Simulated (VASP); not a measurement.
# ZnS (P6_3mc) in VASP: single point with PBE

Aim: the single point of ZnS with PBE.

Program: VASP 6.6.1. These are calculated values, not measurements. Logs are shortened: lines on timing, memory, paths and dates and some standing lists are left out, and cuts for length are marked.

### Step 1. The cell of the first run

The structure is hexagonal, space group P6_3mc (No. 186). Conventional cell: a = 3.922 Å, b = 3.922 Å, c = 19.243 Å, α = 90.00°, β = 90.00°, γ = 120.00°. Zn (site symmetry 3m) has 4 S at 2.40 to 2.41 Å within 3.2 Å. Zn (site symmetry 3m) has 4 S at 2.40 Å within 3.2 Å. Zn (site symmetry 3m) has 4 S at 2.40 Å within 3.2 Å. Within 3.2 Å of S (site symmetry 3m) lie 4 Zn at 2.40 to 2.41 Å. S (site symmetry 3m) has 4 Zn at 2.40 Å within 3.2 Å. S (site symmetry 3m) has 4 Zn at 2.40 Å within 3.2 Å.

### Step 2. Single point, PBE (21.37 Å³/atom)

INCAR

```
SYSTEM = ZnS
PREC = Accurate ; ENCUT = 520
EDIFF = 1E-6 ; ISMEAR = 0
SIGMA = 0.02 ; LREAL = .FALSE.
LASPH = .TRUE. ; NELM = 80
ALGO = Normal ; ISIF = 2
LWAVE = .FALSE. ; LCHARG = .FALSE.
GGA = PE ; NBANDS = 66
```

KPOINTS

```
Automatic mesh
0
G
  12 12 2
  0 0 0
```

POSCAR

```
ZnS
1.0
    3.9224757942      0.0000000000      0.0000000000
   -1.9612378971      3.3969636835      0.0000000000
    0.0000000000      0.0000000000     19.2433015887
Zn S
6 6
Direct
    0.0000000000      0.0000000000      0.0000297395
    0.0000000000      0.0000000000      0.5000297395
    0.3333333333      0.6666666667      0.1667881137
    0.6666666667      0.3333333333      0.6667881137
    0.6666666667      0.3333333333      0.3332709664
    0.3333333333      0.6666666667      0.8332709664
    0.0000000000      0.0000000000      0.1251143272
    0.0000000000      0.0000000000      0.6251143272
    0.3333333333      0.6666666667      0.2916430245
    0.6666666667      0.3333333333      0.7916430245
    0.6666666667      0.3333333333      0.4581538287
    0.3333333333      0.6666666667      0.9581538287
```

Potentials or basis: VASP PAW PBE potentials, release 64 (Zn, S).

Run with:

```bash
cat potpaw_PBE.64/Zn/POTCAR potpaw_PBE.64/S/POTCAR > POTCAR
mpirun -np 1 vasp_std > vasp.out
```

OUTCAR:

```text
SYSTEM = ZnS
   PREC = Accurate
   ENCUT = 520
   EDIFF = 1E-6
   ISMEAR = 0
   LREAL = .FALSE.
   LASPH = .TRUE.
   NELM = 80
   ISIF = 2
   GGA = PE

 ion  position               nearest neighbor table
   1  0.000  0.000  0.000-  12 2.40  12 2.40  12 2.40   7 2.41
   2  0.000  0.000  0.500-  11 2.40  11 2.40  11 2.40   8 2.41
   3  0.333  0.667  0.167-   7 2.40   7 2.40   7 2.40   9 2.40
   4  0.667  0.333  0.667-   8 2.40   8 2.40   8 2.40  10 2.40
   5  0.667  0.333  0.333-   9 2.40   9 2.40   9 2.40  11 2.40
   6  0.333  0.667  0.833-  10 2.40  10 2.40  10 2.40  12 2.40
   7  0.000  0.000  0.125-   3 2.40   3 2.40   3 2.40   1 2.41
   8  0.000  0.000  0.625-   4 2.40   4 2.40   4 2.40   2 2.41
   9  0.333  0.667  0.292-   5 2.40   5 2.40   5 2.40   3 2.40
  10  0.667  0.333  0.792-   6 2.40   6 2.40   6 2.40   4 2.40
  11  0.667  0.333  0.458-   5 2.40   2 2.40   2 2.40   2 2.40
  12  0.333  0.667  0.958-   6 2.40   1 2.40   1 2.40   1 2.40

  LATTYP: Found a hexagonal cell.
 ALAT       =     3.9224757942
 C/A-ratio  =     4.9059070338

  Lattice vectors:

 A1 = (   3.9224757942,   0.0000000000,   0.0000000000)
 A2 = (  -1.9612378971,   3.3969636835,   0.0000000000)
 A3 = (   0.0000000000,   0.0000000000,  19.2433015887)

Analysis of symmetry for initial positions (statically):
=====================================================================
 Subroutine PRICEL returns:
 Original cell was already a primitive cell.

 Routine SETGRP: Setting up the symmetry group for a
 hexagonal supercell.

 Subroutine GETGRP returns: Found 12 space group operations
 (whereof  6 operations were pure point group operations)
 out of a pool of 24 trial point group operations.

The static configuration has the point symmetry C_3v.
 The point group associated with its full space group is C_6v.

Analysis of symmetry for dynamics (positions and initial velocities):
=====================================================================
 Subroutine PRICEL returns:
 Original cell was already a primitive cell.

 Routine SETGRP: Setting up the symmetry group for a
 hexagonal supercell.

 Subroutine GETGRP returns: Found 12 space group operations
 (whereof  6 operations were pure point group operations)
 out of a pool of 24 trial point group operations.

The dynamic configuration has the point symmetry C_3v.
 The point group associated with its full space group is C_6v.

 Subroutine INISYM returns: Found 12 space group operations
 (whereof  6 operations are pure point group operations),
 and found     1 'primitive' translations

----------------------------------------------------------------------------------------

                                     Primitive cell

  volume of cell :     256.4075

  direct lattice vectors                    reciprocal lattice vectors
     3.922475794  0.000000000  0.000000000     0.254941025  0.147190269  0.000000000
    -1.961237897  3.396963684  0.000000000     0.000000000  0.294380539  0.000000000
     0.000000000  0.000000000 19.243301589     0.000000000  0.000000000  0.051966135

  length of vectors
     3.922475794  3.922475794 19.243301589     0.294380539  0.294380539  0.051966135

  position of ions in fractional coordinates (direct lattice)
     0.000000000  0.000000000  0.000029740
     0.000000000  0.000000000  0.500029740
     0.333333333  0.666666667  0.166788114
     0.666666667  0.333333333  0.666788114
     0.666666667  0.333333333  0.333270966
     0.333333333  0.666666667  0.833270966
     0.000000000  0.000000000  0.125114327
     0.000000000  0.000000000  0.625114327
     0.333333333  0.666666667  0.291643024
     0.666666667  0.333333333  0.791643024
     0.666666667  0.333333333  0.458153829
     0.333333333  0.666666667  0.958153829

  ion indices of the primitive-cell ions
   primitive index   ion index
                 1           1
                 2           2
                 3           3
                 4           4
                 5           5
                 6           6
                 7           7
                 8           8
                 9           9
                10          10
                11          11
                12          12

----------------------------------------------------------------------------------------

 KPOINTS: Automatic mesh

Automatic generation of k-mesh.
 Grid dimensions read from file:
 generate k-points for:   12   12    2

 Generating k-lattice:

  Cartesian coordinates                     Fractional coordinates (reciprocal lattice)
     0.021245085  0.012265856  0.000000000     0.083333333 -0.000000000  0.000000000
     0.000000000  0.024531712  0.000000000     0.000000000  0.083333333  0.000000000
     0.000000000  0.000000000  0.025983067     0.000000000  0.000000000  0.500000000

  Length of vectors
     0.024531712  0.024531712  0.025983067

  Shift w.r.t. Gamma in fractional coordinates (k-lattice)
     0.000000000  0.000000000  0.000000000

 Subroutine IBZKPT returns following result:
 ===========================================

 Found     38 irreducible k-points:

 Following reciprocal coordinates:
            Coordinates               Weight
  0.000000  0.000000  0.000000      1.000000
  0.083333  0.000000  0.000000      6.000000
  0.166667  0.000000  0.000000      6.000000
  0.250000  0.000000  0.000000      6.000000
  0.333333  0.000000  0.000000      6.000000
  0.416667  0.000000  0.000000      6.000000
[... 16 lines left out ...]
  0.250000  0.000000  0.500000      6.000000
  0.333333  0.000000  0.500000      6.000000
 [... further k-points ...]
   k-points           NKPTS =     38   k-points in BZ     NKDIM =     38   number of bands    NBANDS=     66
   number of dos      NEDOS =    301   number of ions     NIONS =     12
   total plane-waves  NPLWV = 129600
   dimension x,y,z NGX =    30 NGY =   30 NGZ =  144
   dimension x,y,z NGXF=    60 NGYF=   60 NGZF=  288
   ions per type =               6   6
   NGX,Y,Z   is equivalent  to a cutoff of  12.71, 12.71, 12.44 a.u.
   NGXF,Y,Z  is equivalent  to a cutoff of  25.43, 25.43, 24.88 a.u.
 SYSTEM =  ZnS
   PREC   = accura    normal or accurate (medium, high low for compatibility)
   ISTART =      0    job   : 0-new  1-cont  2-samecut
   ICHARG =      2    charge: 1-file 2-atom 10-const
   ISPIN  =      1    spin polarized calculation?
   LNONCOLLINEAR =      F non collinear calculations
   LSORBIT =      F    spin-orbit coupling
   LASPH  =      T    aspherical Exc in radial PAW
   ENCUT  =  520.0 eV  38.22 Ry    6.18 a.u.   7.29  7.29 35.78*2*pi/ulx,y,z
   NELM   =     80;   NELMIN=  2; NELMDL= -5     # of ELM steps
   EDIFF  = 0.1E-05   stopping-criterion for ELM
   LREAL  =      F    real-space projection
   EDIFFG = 0.1E-04   stopping-criterion for IOM
   NSW    =      0    number of steps for IOM
   IBRION =     -1    ionic relax: 0-MD 1-quasi-New 2-CG
   NFREE  =      0    steps in history (QN), initial steepest desc. (CG)
   ISIF   =      2    stress and relaxation
   ISYM   =      2    0-nonsym 1-usesym 2-fastsym
   POTIM  = 0.5000    time-step for ionic-motion
   TEBEG  =    0.0;   TEEND  =   0.0 temperature during run
   PSTRESS=    0.0 pullay stress
   NELECT =     108.0000    total number of electrons
   NUPDOWN=      -1.0000    fix difference up-down
   EMIN   =  10.00;   EMAX   =-10.00  energy-range for DOS
   EFERMI =   0.00;   METHOD = LEGACY
   ISMEAR =     0;   SIGMA  =   0.02  broadening in eV -4-tet -1-fermi 0-gaus
   EFERMI_NEDOS =   21; number of points for ismear=-14 and -15
   IALGO  =     38    algorithm
   IMIX   =      4    mixing-type and parameters
     AMIX     =   0.40;   BMIX     =  1.00
     AMIX_MAG =   1.60;   BMIX_MAG =  1.00
  volume/ion in A,a.u.               =      21.37       144.19
  Fermi-wavevector in a.u.,A,eV,Ry     =   1.227173  2.319021 20.489746  1.505954
  Thomas-Fermi vector in A             =   2.362146
   LORBIT       =      0    0 simple, 1 ext, 2 COOP (PROOUT), +10 PAW based schemes
   GGA     = PE    functional components
   LHFCALC =     F    Hartree Fock is set to
   AEXX    =    0.0000 exact exchange contribution
   IVDW    =     0    specifies the selected vdW correction
   LEPSILON=     F    determine dielectric tensor
   LRPA    =     F    only Hartree local field effects (RPA)
 non-spin polarized calculation
 Gauss-broadening in eV      SIGMA  =   0.02
  energy-cutoff  :      520.00
  volume of cell :      256.41
 maximum number of plane-waves:      6948
 NGX is ok and might be reduce to    30
   NGX = 15   NGY = 15   NGZ = 71

 number of electron     107.9999997 magnetization

 Free energy of the ion-electron system (eV)
  ---------------------------------------------------
  ext. energy  EPLUGINS =         0.00000000
  ---------------------------------------------------
  free energy    TOTEN  =       -40.95295830 eV

  energy without entropy =      -40.95295830  energy(sigma->0) =      -40.95295830

 E-fermi :   1.5320     XC(G=0):  -9.2573

 val. band max:        1.4030266219   @ k =   0.0000   0.0000   0.0000
 cond. band min:       3.1937629123   @ k =   0.0000   0.0000   0.0000
 fundamental gap:      1.7907362904
 Fermi energy:         1.5320226597

 k-point     1 :       0.0000    0.0000    0.0000
  band No.  band energies     occupation
      1     -11.2217      2.00000
      2     -11.0500      2.00000
      3     -11.0426      2.00000
      4     -10.6592      2.00000
      5     -10.6503      2.00000
      6     -10.4329      2.00000
[... 58 lines left out ...]
     65       7.8940      0.00000
     66       8.0149      0.00000

 k-point     2 :       0.0833    0.0000    0.0000
  band No.  band energies     occupation
      1     -11.1810      2.00000
      2     -11.0126      2.00000
      3     -11.0052      2.00000
      4     -10.6307      2.00000
      5     -10.6218      2.00000
      6     -10.4105      2.00000
[... 1576 lines left out ...]
     65       8.1185      0.00000
     66       8.1185      0.00000

 [... further k-points ...]

------------------------ aborting loop because EDIFF is reached ----------------------------------------

  FORCE on cell =-STRESS in cart. coord.  units (eV):
  Direction    XX          YY          ZZ          XY          YZ          ZX
  --------------------------------------------------------------------------------------
  -------------------------------------------------------------------------------------
  Total       -5.4320549     -5.4320549     -5.4575532      0.0000000      0.0000000      0.0000000
  in kB      -33.9425115    -33.9425115    -34.1018390      0.0000000      0.0000000      0.0000000
  external PRESSURE =     -33.9956207 kB  Pullay stress =       0.0000000 kB

 VOLUME and BASIS-vectors are now :
 -----------------------------------------------------------------------------
  energy-cutoff  :      520.00
  volume of cell :      256.41
      direct lattice vectors                 reciprocal lattice vectors
     3.922475794  0.000000000  0.000000000     0.254941025  0.147190269  0.000000000
    -1.961237897  3.396963684  0.000000000     0.000000000  0.294380539  0.000000000
     0.000000000  0.000000000 19.243301589     0.000000000  0.000000000  0.051966135

 POSITION                                       TOTAL-FORCE (eV/Angst)
 -----------------------------------------------------------------------------------
      0.00000      0.00000      0.00057         0.000000      0.000000     -0.004340
      0.00000      0.00000      9.62222        -0.000000     -0.000000     -0.004340
     -0.00000      2.26464      3.20955         0.000000      0.000000     -0.006384
      1.96124      1.13232     12.83120        -0.000000     -0.000000     -0.006384
      1.96124      1.13232      6.41323        -0.000000     -0.000000     -0.001196
     -0.00000      2.26464     16.03488        -0.000000      0.000000     -0.001196
      0.00000      0.00000      2.40761        -0.000000     -0.000000      0.005778
      0.00000      0.00000     12.02926         0.000000      0.000000      0.005778
     -0.00000      2.26464      5.61217        -0.000000     -0.000000      0.002001
      1.96124      1.13232     15.23383         0.000000     -0.000000      0.002001
      1.96124      1.13232      8.81639        -0.000000     -0.000000      0.004140
     -0.00000      2.26464     18.43804         0.000000      0.000000      0.004140
 -----------------------------------------------------------------------------------
    total drift:                               -0.000002     -0.000003     -0.001946

  FREE ENERGIE OF THE ION-ELECTRON SYSTEM (eV)
  ---------------------------------------------------
  free  energy   TOTEN  =       -40.9529583041 eV

  energy  without entropy=      -40.9529583041  energy(sigma->0) =      -40.95295830
```

It took 14 min on 1 thread of Intel Xeon Platinum 8259CL at 2.50GHz (Skylake/Cascade Lake), shared host; peak memory 0.64 GiB.

What came out:

* Free energy: -40.9530 eV
* Pressure: -3.4 GPa
* Largest force: 0.006 eV/Å
* Band gap on the k mesh: 1.79 eV

Forces on the atoms (eV/Å):
```
Zn   0.000  0.000 -0.004
Zn   0.000  0.000 -0.004
Zn   0.000  0.000 -0.006
Zn   0.000  0.000 -0.006
Zn   0.000  0.000 -0.001
Zn   0.000  0.000 -0.001
S    0.000  0.000  0.006
S    0.000  0.000  0.006
S    0.000  0.000  0.002
S    0.000  0.000  0.002
S    0.000  0.000  0.004
S    0.000  0.000  0.004
```

Caveat: the cell stands under tension.
